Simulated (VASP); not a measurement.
# Fe (Fmmm) in VASP: a series of runs, part 2 of 2

VASP 6.6.1.

**4. Electric field gradients, LDA, collinear spin, ferromagnetic start (11.55 Å³/atom)**

This run uses another cell than the first one, of 11.55 Å³/atom.

Input file INCAR:

```
SYSTEM = Fe
  ALGO = Normal
  EDIFF = 1E-8
  ENCUT = 520
  ISIF = 2
  ISMEAR = -1
  ISPIN = 2
  LASPH = .True.
  LCHARG = .False.
  LEFG = .True.
  LMAXMIX = 4
  LORBIT = 11
  LREAL = .False.
  LWAVE = .False.
  MAGMOM = 3
  NBANDS = 14
  NELM = 150
  PREC = Accurate
  SIGMA = 0.05
```

Input file KPOINTS:

```
k-points
0
Gamma
  16 16 16
  0 0 0
```

Input file POSCAR:

```
Fe
1.0
    0.0000000000      1.9481907004      1.9716337988
    1.5034179515      0.0000000000      1.9716337988
    1.5034179515      1.9481907004      0.0000000000
Fe
1
Direct
    0.0000000000      0.0000000000      0.0000000000
```

Potentials or basis: VASP PAW LDA potentials, release 64 (Fe).

Started as:

```console
> cat potpaw_LDA.64/Fe/POTCAR > POTCAR
> mpirun -np 1 vasp_std > vasp.out
```

OUTCAR:

```text
SYSTEM = Fe
   EDIFF = 1E-8
   ENCUT = 520
   ISIF = 2
   ISMEAR = -1
   ISPIN = 2
   LASPH = .True.
   LORBIT = 11
   LREAL = .False.
   NELM = 150
   PREC = Accurate

 ion  position               nearest neighbor table
   1  0.000  0.000  0.000-

  LATTYP: Found a face centered orthorhombic cell.
 ALAT       =     3.0068359030
 B/A-ratio  =     1.2958410524
 C/A-ratio  =     1.3114342534

  Lattice vectors:

 A1 = (   0.0000000000,   1.9481907004,   1.9716337988)
 A2 = (   1.5034179515,   0.0000000000,   1.9716337988)
 A3 = (   1.5034179515,   1.9481907004,   0.0000000000)

Analysis of symmetry for initial positions (statically):
=====================================================================
 Subroutine PRICEL returns:
 Original cell was already a primitive cell.

 Routine SETGRP: Setting up the symmetry group for a
 face centered orthorhombic supercell.

 Subroutine GETGRP returns: Found  8 space group operations
 (whereof  8 operations were pure point group operations)
 out of a pool of  8 trial point group operations.

The static configuration has the point symmetry D_2h.

Analysis of symmetry for dynamics (positions and initial velocities):
=====================================================================
 Subroutine PRICEL returns:
 Original cell was already a primitive cell.

 Routine SETGRP: Setting up the symmetry group for a
 face centered orthorhombic supercell.

 Subroutine GETGRP returns: Found  8 space group operations
 (whereof  8 operations were pure point group operations)
 out of a pool of  8 trial point group operations.

[... 982 lines left out ...]
      9      30.6299      0.00000
     10      34.2433      0.00000
     11      34.8135      0.00000
     12      36.5730      0.00000
     13      36.6813      0.00000
     14      38.9660      0.00000

 [... further k-points ...]

------------------------ aborting loop because EDIFF is reached ----------------------------------------

  FORCE on cell =-STRESS in cart. coord.  units (eV):
  Direction    XX          YY          ZZ          XY          YZ          ZX
  --------------------------------------------------------------------------------------
  -------------------------------------------------------------------------------------
  Total       -1.8443926     -1.2037129     -1.3175553      0.0000000      0.0000000      0.0000000
  in kB     -255.8565370   -166.9806103   -182.7729822      0.0000000      0.0000000      0.0000000
  external PRESSURE =    -201.8700432 kB  Pullay stress =       0.0000000 kB

 VOLUME and BASIS-vectors are now :
 -----------------------------------------------------------------------------
  energy-cutoff  :      520.00
  volume of cell :       11.55
      direct lattice vectors                 reciprocal lattice vectors
     0.000000000  1.948190700  1.971633799    -0.332575515  0.256648387  0.253596789
     1.503417951  0.000000000  1.971633799     0.332575515 -0.256648387  0.253596789
     1.503417951  1.948190700  0.000000000     0.332575515  0.256648387 -0.253596789

 POSITION                                       TOTAL-FORCE (eV/Angst)
 -----------------------------------------------------------------------------------
      0.00000      0.00000      0.00000         0.000000      0.000000     -0.000000
 -----------------------------------------------------------------------------------
    total drift:                                0.000000      0.000000      0.000000

  FREE ENERGIE OF THE ION-ELECTRON SYSTEM (eV)
  ---------------------------------------------------
  free  energy   TOTEN  =        -9.1229969138 eV

  energy  without entropy=       -9.1128011510  energy(sigma->0) =       -9.11789903

 Electric field gradients (V/A^2)
---------------------------------------------------------------------
 ion       V_xx      V_yy      V_zz      V_xy      V_xz      V_yz
---------------------------------------------------------------------
   1       7.902    -3.915    -3.987     0.002     0.000    -0.001
---------------------------------------------------------------------

 Electric field gradients after diagonalization (V/A^2)
 (convention: |V_zz| > |V_xx| > |V_yy|)
----------------------------------------------------------------------
 ion       V_xx      V_yy      V_zz     asymmetry (V_yy - V_xx)/ V_zz
----------------------------------------------------------------------
   1      -3.987    -3.915     7.902       0.009
----------------------------------------------------------------------

           NMR quadrupolar parameters

 Cq : quadrupolar parameter    Cq=e*Q*V_zz/h
 eta: asymmetry parameters     (V_yy - V_xx)/ V_zz
 Q  : nuclear electric quadrupole moment in mb (millibarn)
----------------------------------------------------------------------
 ion       Cq(MHz)       eta       Q (mb)
----------------------------------------------------------------------
   1       0.019       0.009       1.000
----------------------------------------------------------------------

 total charge

# of ion       s       p       d       tot
------------------------------------------
    1        0.482   0.520   6.245   7.247

 magnetization (x)

# of ion       s       p       d       tot
------------------------------------------
    1       -0.011  -0.033   2.180   2.136
```

OSZICAR:

```text
N       E                     dE             d eps       ncg     rms          rms(c)
DAV:   1     0.207618679185E+02    0.20762E+02   -0.37956E+03 38358   0.713E+02
DAV:   2    -0.928928420893E+01   -0.30051E+02   -0.27522E+02 37782   0.129E+02
DAV:   3    -0.102210080561E+02   -0.93172E+00   -0.92400E+00 42494   0.236E+01
DAV:   4    -0.102244346194E+02   -0.34266E-02   -0.34262E-02 40152   0.128E+00
DAV:   5    -0.102244539038E+02   -0.19284E-04   -0.19284E-04 42620   0.988E-02    0.116E+01
DAV:   6    -0.924749397360E+01    0.97696E+00   -0.11004E+01 44328   0.403E+01    0.589E+00
DAV:   7    -0.914153684730E+01    0.10596E+00   -0.83431E-01 43134   0.108E+01    0.328E+00
DAV:   8    -0.913166464307E+01    0.98722E-02   -0.45914E-03 40920   0.409E-01    0.120E+00
DAV:   9    -0.912330500310E+01    0.83596E-02   -0.59443E-03 48910   0.373E-01    0.286E-01
DAV:  10    -0.912297812001E+01    0.32688E-03   -0.15985E-04 44070   0.197E-01    0.734E-02
DAV:  11    -0.912299563818E+01   -0.17518E-04   -0.82769E-05 44576   0.801E-02    0.315E-02
DAV:  12    -0.912299600183E+01   -0.36365E-06   -0.13257E-06 40578   0.137E-02    0.125E-02
DAV:  13    -0.912299721071E+01   -0.12089E-05   -0.84071E-07 46952   0.652E-03    0.847E-03
DAV:  14    -0.912299698381E+01    0.22690E-06   -0.22233E-07 42484   0.493E-03    0.334E-03
DAV:  15    -0.912299692168E+01    0.62132E-07   -0.69134E-09 23468   0.859E-04    0.105E-03
DAV:  16    -0.912299691377E+01    0.79153E-08   -0.30909E-09 18846   0.474E-04
   1 F= -.91229969E+01 E0= -.91178990E+01  d E =-.101958E-01  mag=     2.1612
```

Run time: 95 s. Hardware: 1 thread of Intel Xeon Platinum 8488C (Sapphire Rapids), shared host; peak memory 0.26 GiB.

What came out:

```
Free energy                                           : -9.1230 eV
Pressure                                              : -20.2 GPa
Net moment                                            : 2.16 μB per cell
Site moments                                          : Fe +2.14 μB
Largest electric field gradient by atom               : Fe +7.9 V/Å²
Valence electrons inside the program's atomic spheres : Fe 7.25
```

Electric field gradients, principal values (V/Å²):
```
atom   least  middle  greatest (by size)
1 Fe  -3.915  -3.987               7.902
```

Caveat: the cell stands under tension; without QUAD_EFG the Cq values of the log hold for a quadrupole moment of 1 mb, not for the nuclei.
